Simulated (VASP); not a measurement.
## Ga: single point with r2SCAN

Ga:

```
CELL_PARAMETERS angstrom
4.03005 0.00000 0.00000
-2.01503 3.49013 0.00000
0.00000 0.00000 4.05554
ATOMIC_POSITIONS crystal
Ga 0.33334 0.00000 0.33333
Ga 0.00000 0.33334 0.66667
Ga 0.66666 0.66666 0.00000
```

```json
{"Program": "VASP 6.6.1", "Task": "single point", "Functional": "r2SCAN", "Potentials or basis": "VASP PAW PBE potentials, release 64 (Ga_d)", "Cutoff": "520 eV", "k mesh": "6 × 6 × 4", "Occupations": "gaussian, width 0.1 eV", "Spin": "no spin polarisation"}
```

```json
{
  "Pressure": "-0.1 GPa",
  "Band gap on the k mesh": "zero (an odd number of electrons rules out a gap without spin polarisation)"
}
```

Stress tensor (GPa, compression positive):
```
-0.21  0.00  0.00
 0.00 -0.21  0.00
 0.00  0.00  0.24
```

Levels at points of the mesh, in eV from the Fermi level:
```tsv
k point	band 16	band 17	band 18	band 19	band 20	band 21	band 22	band 23
(0.00, 0.00, 0.00)	-11.55	-2.38	-2.38	1.35	1.35	1.35	1.35	3.81
(0.50, 0.00, 0.00)	-8.26	-8.26	-2.09	-1.78	0.60	1.69	1.69	5.15
(0.00, 0.00, 0.50)	-9.15	-9.15	1.69	1.69	3.85	4.22	4.22	4.22
(0.50, 0.00, 0.50)	-6.53	-5.93	-5.93	-4.60	0.55	0.55	1.94	1.94
```

Run time: 57 s on 1 thread of Intel(R) Xeon(R) 6975P-C (Granite Rapids), with other jobs on the host, peak memory 0.17 GiB.

Caveat: the k points lie up to 0.39 Å⁻¹ apart, too coarse for converged energies and pressures of a metal; the PAW data sets were made with another functional, which shifts forces and pressure a little.
